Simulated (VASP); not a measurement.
# Al2Cu (I4/mcm) in VASP: a series of runs

Runs on Al2Cu. Level: PBE. Tasks: relaxation of cell and atoms, single point.

Everything below comes from runs of VASP 6.6.1. Logs are shortened: lines on timing, memory, paths and dates and some standing lists are left out, and cuts for length are marked.

### Step 1. The cell of the first run

It takes space group I4/mcm (No. 140, tetragonal). The conventional cell has a = 6.052 Å, b = 6.052 Å, c = 4.883 Å, α = 90.00°, β = 90.00°, γ = 90.00°. Within 3.4 Å of Al (site symmetry m2m) lie 4 Cu at 2.58 Å and 11 Al at 2.72 to 3.22 Å. Within 3.2 Å of Cu (site symmetry 422) lie 2 Cu at 2.44 Å and 8 Al at 2.58 Å.

### Step 2. Relaxation of cell and atoms, PBE

The input, INCAR:

```
PREC = Accurate
ENCUT = 600
EDIFF = 1E-7
ISMEAR = 0
SIGMA = 0.1
LREAL = False
LASPH = True
NELM = 120
ALGO = Normal
ISIF = 3
LWAVE = False
LCHARG = False
GGA = PE
IBRION = 2
NSW = 80
EDIFFG = -0.015
GGA_COMPAT = False
NELMIN = 4
```

The input, KPOINTS:

```
regular mesh
0
Gamma
  8 6 6
```

The input, POSCAR:

```
Al2Cu
1.0
    0.0000000000      0.0000000000      4.8828853604
   -6.0524867093      0.0000000000      0.0000000000
    0.0000000000     -6.0524867093      0.0000000000
Al Cu
8 4
Direct
    1.0000000000      0.3413053791      0.1586946209
    0.5000000000      0.8413053791      0.6586946209
    0.5000000000      0.3413053791      0.8413053791
    1.0000000000      0.8413053791      0.3413053791
    0.0000000000      0.1586946209      0.6586946209
    0.5000000000      0.6586946209      0.1586946209
    0.5000000000      0.1586946209      0.3413053791
    0.0000000000      0.6586946209      0.8413053791
    0.7500000000      0.5000000000      0.5000000000
    0.2500000000      1.0000000000      1.0000000000
    0.2500000000      0.5000000000      0.5000000000
    0.7500000000      1.0000000000      1.0000000000
```

Potentials or basis: VASP PAW PBE potentials, release 64 (Al, Cu).

Launch:

```
cat potpaw_PBE.64/Al/POTCAR potpaw_PBE.64/Cu/POTCAR > POTCAR
mpirun -np 1 vasp_std > vasp.out
```

OUTCAR:

```text
PREC = Accurate
   ENCUT = 600
   EDIFF = 1E-7
   ISMEAR = 0
   LREAL = False
   LASPH = True
   NELM = 120
   ISIF = 3
   GGA = PE
   IBRION = 2
   NSW = 80
   EDIFFG = -0.015
   NELMIN = 4

 ion  position               nearest neighbor table
   1  0.000  0.341  0.159-   9 2.58  10 2.58  11 2.58  12 2.58   8 2.72   7 2.90   7 2.90   6 3.11
                             3 3.11   6 3.11   3 3.11   4 3.22   5 3.22   4 3.22   5 3.22
   2  0.500  0.841  0.659-   9 2.58  10 2.58  11 2.58  12 2.58   7 2.72   8 2.90   8 2.90   5 3.11
                             4 3.11   5 3.11   4 3.11   3 3.22   3 3.22   6 3.22   6 3.22
   3  0.500  0.341  0.841-   9 2.58  10 2.58  11 2.58  12 2.58   6 2.72   5 2.90   5 2.90   8 3.11
                             1 3.11   1 3.11   8 3.11   2 3.22   7 3.22   2 3.22   7 3.22
   4  0.000  0.841  0.341-   9 2.58  10 2.58  11 2.58  12 2.58   5 2.72   6 2.90   6 2.90   7 3.11
                             2 3.11   2 3.11   7 3.11   1 3.22   1 3.22   8 3.22   8 3.22
   5  0.000  0.159  0.659-   9 2.58  10 2.58  11 2.58  12 2.58   4 2.72   3 2.90   3 2.90   7 3.11
                             2 3.11   2 3.11   7 3.11   8 3.22   1 3.22   8 3.22   1 3.22
   6  0.500  0.659  0.159-   9 2.58  10 2.58  11 2.58  12 2.58   3 2.72   4 2.90   4 2.90   8 3.11
                             1 3.11   1 3.11   8 3.11   7 3.22   7 3.22   2 3.22   2 3.22
   7  0.500  0.159  0.341-   9 2.58  10 2.58  11 2.58  12 2.58   2 2.72   1 2.90   1 2.90   5 3.11
                             4 3.11   4 3.11   5 3.11   6 3.22   3 3.22   6 3.22   3 3.22
   8  0.000  0.659  0.841-   9 2.58  10 2.58  11 2.58  12 2.58   1 2.72   2 2.90   2 2.90   6 3.11
                             3 3.11   3 3.11   6 3.11   5 3.22   5 3.22   4 3.22   4 3.22
   9  0.750  0.500  0.500-  11 2.44  11 2.44   3 2.58   4 2.58   5 2.58   6 2.58   7 2.58   8 2.58
                             1 2.58   2 2.58
  10  0.250  0.000  0.000-  12 2.44  12 2.44   3 2.58   4 2.58   5 2.58   6 2.58   7 2.58   8 2.58
                             1 2.58   2 2.58
  11  0.250  0.500  0.500-   9 2.44   9 2.44   3 2.58   4 2.58   5 2.58   6 2.58   7 2.58   8 2.58
                             1 2.58   2 2.58
  12  0.750  0.000  0.000-  10 2.44  10 2.44   3 2.58   4 2.58   5 2.58   6 2.58   7 2.58   8 2.58
                             1 2.58   2 2.58

  LATTYP: Found a simple tetragonal cell.
 ALAT       =     6.0524867093
 C/A-ratio  =     0.8067568910

  Lattice vectors:

 A1 = (  -6.0524867093,   0.0000000000,   0.0000000000)
 A2 = (   0.0000000000,  -6.0524867093,   0.0000000000)
 A3 = (   0.0000000000,   0.0000000000,   4.8828853604)

Analysis of symmetry for initial positions (statically):
=====================================================================
 Subroutine PRICEL returns following result:

  LATTYP: Found a body centered tetragonal cell.
 ALAT       =     6.0524867093
 C/A-ratio  =     0.8067568910

  Lattice vectors:

 A1 = (  -3.0262433546,  -3.0262433546,  -2.4414426802)
 A2 = (   3.0262433547,   3.0262433547,  -2.4414426802)
 A3 = (   3.0262433546,  -3.0262433547,   2.4414426802)

   2 primitive cells build up your supercell.

 Routine SETGRP: Setting up the symmetry group for a
 simple tetragonal supercell.

 Subroutine GETGRP returns: Found 16 space group operations
 (whereof  8 operations were pure point group operations)
 out of a pool of 16 trial point group operations.

The static configuration has the point symmetry C_4h.
 The point group associated with its full space group is D_4h.

Analysis of symmetry for dynamics (positions and initial velocities):
=====================================================================
 Subroutine PRICEL returns following result:

  LATTYP: Found a body centered tetragonal cell.
 ALAT       =     6.0524867093
 C/A-ratio  =     0.8067568910

  Lattice vectors:

 A1 = (  -3.0262433546,  -3.0262433546,  -2.4414426802)
 A2 = (   3.0262433547,   3.0262433547,  -2.4414426802)
 A3 = (   3.0262433546,  -3.0262433547,   2.4414426802)

   2 primitive cells build up your supercell.

 Routine SETGRP: Setting up the symmetry group for a
 simple tetragonal supercell.

 Subroutine GETGRP returns: Found 16 space group operations
 (whereof  8 operations were pure point group operations)
 out of a pool of 16 trial point group operations.

The dynamic configuration has the point symmetry C_4h.
 The point group associated with its full space group is D_4h.

 Subroutine INISYM returns: Found 16 space group operations
 (whereof  8 operations are pure point group operations),
 and found     2 'primitive' translations

[... 42 lines left out ...]
     0.000000000  0.000000000  0.025599618     0.125000000  0.000000000  0.000000000
    -0.027536891  0.000000000  0.000000000     0.000000000  0.166666667  0.000000000
     0.000000000 -0.027536891  0.000000000     0.000000000  0.000000000  0.166666667

  Length of vectors
     0.025599618  0.027536891  0.027536891

  Shift w.r.t. Gamma in fractional coordinates (k-lattice)
     0.000000000  0.000000000  0.000000000

 Subroutine IBZKPT returns following result:
 ===========================================

 Found     50 irreducible k-points:

 Following reciprocal coordinates:
            Coordinates               Weight
  0.000000  0.000000  0.000000      1.000000
  0.125000  0.000000  0.000000      2.000000
  0.250000  0.000000  0.000000      2.000000
  0.375000  0.000000  0.000000      2.000000
  0.500000  0.000000  0.000000      1.000000
  0.000000  0.166667  0.000000      4.000000
[... 16 lines left out ...]
  0.250000  0.166667  0.166667      8.000000
  0.375000  0.166667  0.166667      8.000000
 [... further k-points ...]
   k-points           NKPTS =     50   k-points in BZ     NKDIM =     50   number of bands    NBANDS=     41
   number of dos      NEDOS =    301   number of ions     NIONS =     12
   total plane-waves  NPLWV =  92160
   dimension x,y,z NGX =    40 NGY =   48 NGZ =   48
   dimension x,y,z NGXF=    80 NGYF=   96 NGZF=   96
   ions per type =               8   4
   NGX,Y,Z   is equivalent  to a cutoff of  13.62, 13.18, 13.18 a.u.
   NGXF,Y,Z  is equivalent  to a cutoff of  27.24, 26.37, 26.37 a.u.
 SYSTEM =  unknown system
   PREC   = accura    normal or accurate (medium, high low for compatibility)
   ISTART =      0    job   : 0-new  1-cont  2-samecut
   ICHARG =      2    charge: 1-file 2-atom 10-const
   ISPIN  =      1    spin polarized calculation?
   LNONCOLLINEAR =      F non collinear calculations
   LSORBIT =      F    spin-orbit coupling
   LASPH  =      T    aspherical Exc in radial PAW
   ENCUT  =  600.0 eV  44.10 Ry    6.64 a.u.   9.75 12.09 12.09*2*pi/ulx,y,z
   NELM   =    120;   NELMIN=  4; NELMDL= -5     # of ELM steps
   EDIFF  = 0.1E-06   stopping-criterion for ELM
   LREAL  =      F    real-space projection
   EDIFFG = -.1E-01   stopping-criterion for IOM
   NSW    =     80    number of steps for IOM
   IBRION =      2    ionic relax: 0-MD 1-quasi-New 2-CG
   NFREE  =      1    steps in history (QN), initial steepest desc. (CG)
   ISIF   =      3    stress and relaxation
   ISYM   =      2    0-nonsym 1-usesym 2-fastsym
   POTIM  = 0.5000    time-step for ionic-motion
   TEBEG  =    0.0;   TEEND  =   0.0 temperature during run
   PSTRESS=    0.0 pullay stress
   NELECT =      68.0000    total number of electrons
   NUPDOWN=      -1.0000    fix difference up-down
   EMIN   =  10.00;   EMAX   =-10.00  energy-range for DOS
   EFERMI =   0.00;   METHOD = LEGACY
   ISMEAR =     0;   SIGMA  =   0.10  broadening in eV -4-tet -1-fermi 0-gaus
   EFERMI_NEDOS =   21; number of points for ismear=-14 and -15
   IALGO  =     38    algorithm
   IMIX   =      4    mixing-type and parameters
     AMIX     =   0.40;   BMIX     =  1.00
     AMIX_MAG =   1.60;   BMIX_MAG =  1.00
  volume/ion in A,a.u.               =      14.91       100.59
  Fermi-wavevector in a.u.,A,eV,Ry     =   1.185941  2.241103 19.135995  1.406456
  Thomas-Fermi vector in A             =   2.322124
   LORBIT       =      0    0 simple, 1 ext, 2 COOP (PROOUT), +10 PAW based schemes
   GGA     = PE    functional components
   LHFCALC =     F    Hartree Fock is set to
   AEXX    =    0.0000 exact exchange contribution
   IVDW    =     0    specifies the selected vdW correction
   LEPSILON=     F    determine dielectric tensor
   LRPA    =     F    only Hartree local field effects (RPA)
 conjugate gradient relaxation of ions
 non-spin polarized calculation
 Gauss-broadening in eV      SIGMA  =   0.10
  energy-cutoff  :      600.00
  volume of cell :      178.87
 maximum number of plane-waves:      6000
 NGX is ok and might be reduce to    40
   NGX = 19   NGY = 25   NGZ = 25

--------------------------------------- Ionic step        1  -------------------------------------------

 number of electron      68.0000006 magnetization

 Free energy of the ion-electron system (eV)
  ---------------------------------------------------
  ext. energy  EPLUGINS =         0.00000000
  ---------------------------------------------------
  free energy    TOTEN  =       -46.77750905 eV

  energy without entropy =      -46.76343687  energy(sigma->0) =      -46.77047296

------------------------ aborting loop because EDIFF is reached ----------------------------------------

  FORCE on cell =-STRESS in cart. coord.  units (eV):
  Direction    XX          YY          ZZ          XY          YZ          ZX
  --------------------------------------------------------------------------------------
  -------------------------------------------------------------------------------------
  Total        0.5045153      0.5045153     -0.1828222      0.0000000      0.0000000      0.0000000
  in kB        4.5189825      4.5189825     -1.6375528      0.0000000      0.0000000      0.0000000
  external PRESSURE =       2.4668041 kB  Pullay stress =       0.0000000 kB
[... 171 lines left out ...]
--------------------------------------- Ionic step        5  -------------------------------------------

 number of electron      67.9999983 magnetization

 Free energy of the ion-electron system (eV)
  ---------------------------------------------------
  ext. energy  EPLUGINS =         0.00000000
  ---------------------------------------------------
  free energy    TOTEN  =       -46.77940577 eV

  energy without entropy =      -46.76506018  energy(sigma->0) =      -46.77223298

 E-fermi :   7.9789     XC(G=0): -10.8455

 val. band max:        7.9761758787   @ k =   0.2500   0.1667   0.1667
 cond. band min:       7.9822639224   @ k =   0.0000   0.5000   0.0000
 fundamental gap:      0.0060880437
 Fermi energy:         7.9789378422

 k-point     1 :       0.0000    0.0000    0.0000
  band No.  band energies     occupation
      1      -2.7829      2.00000
      2       0.9995      2.00000
      3       1.0424      2.00000
      4       1.1673      2.00000
      5       1.1673      2.00000
      6       2.6503      2.00000
[... 1045 lines left out ...]
     40      11.8969      0.00000
     41      12.0276      0.00000

 [... further k-points ...]

------------------------ aborting loop because EDIFF is reached ----------------------------------------

  FORCE on cell =-STRESS in cart. coord.  units (eV):
  Direction    XX          YY          ZZ          XY          YZ          ZX
  --------------------------------------------------------------------------------------
  -------------------------------------------------------------------------------------
  Total       -0.0411450     -0.0411450      0.0506252      0.0000000      0.0000000      0.0000000
  in kB       -0.3676306     -0.3676306      0.4523364      0.0000000      0.0000000      0.0000000
  external PRESSURE =      -0.0943083 kB  Pullay stress =       0.0000000 kB
[... 27 lines left out ...]
  FREE ENERGIE OF THE ION-ELECTRON SYSTEM (eV)
  ---------------------------------------------------
  free  energy   TOTEN  =       -46.7794057711 eV

  energy  without entropy=      -46.7650601818  energy(sigma->0) =      -46.77223298

 reached required accuracy - stopping structural energy minimisation
```

Run time: 43 min. Hardware: 1 thread of Intel Xeon 8259CL, shared host; peak memory 0.54 GiB.

What came out:

| Property | Result |
| --- | --- |
| Free energy | -46.7794 eV |
| Relaxed volume | 14.94 Å³/atom |
| Relaxed cell | a = 4.870 Å, b = 6.068 Å, c = 6.068 Å, α = 90.00°, β = 90.00°, γ = 90.00° |
| Space group after relaxing (to 0.1 Å) | I4/mcm (No. 140) |
| Energy gained by relaxing | 0.2 meV/atom |
| Ionic steps | 5 |
| Pressure after relaxing | 0.0 GPa |
| Largest force after relaxing | 0.014 eV/Å |
| Band gap on the k mesh | zero (bands 34 and 35 overlap by 1.85 eV) |

Forces on the atoms (eV/Å):
```
Al  -0.010  0.010  0.000
Al  -0.010  0.010  0.000
Al  -0.010 -0.010  0.000
Al  -0.010 -0.010  0.000
Al   0.010  0.010  0.000
Al   0.010  0.010  0.000
Al   0.010 -0.010  0.000
Al   0.010 -0.010  0.000
Cu   0.000  0.000  0.000
Cu   0.000  0.000  0.000
Cu   0.000  0.000  0.000
Cu   0.000  0.000  0.000
```

Stress tensor (GPa, compression positive):
```
-0.04  0.00  0.00
 0.00 -0.04  0.00
 0.00  0.00  0.05
```

The path:
```csv
step,energy change (eV),largest force (eV/Å),pressure (GPa),volume (Å³)
1,0.0000,0.0260,0.25,178.87
2,-0.0015,0.0219,-0.07,179.47
3,-0.0015,0.0211,-0.14,179.59
4,-0.0019,0.0153,0.00,179.37
5,-0.0019,0.0139,-0.01,179.31
```

Final structure:
```xyz
12
Lattice="0.0000 0.0000 4.8704 -6.0677 0.0000 0.0000 0.0000 -6.0677 0.0000" Properties=species:S:1:pos:R:3 pbc="T T T"
Al   -2.0732   -0.9606    0.0000
Al   -5.1071   -3.9945    2.4352
Al   -2.0732   -5.1071    2.4352
Al   -5.1071   -2.0732    0.0000
Al   -0.9606   -3.9945    4.8704
Al   -3.9945   -0.9606    2.4352
Al   -0.9606   -2.0732    2.4352
Al   -3.9945   -5.1071    4.8704
Cu   -3.0339   -3.0339    3.6528
Cu    0.0000    0.0000    1.2176
Cu   -3.0339   -3.0339    1.2176
Cu    0.0000    0.0000    3.6528
```

[end of part 1 of 2]
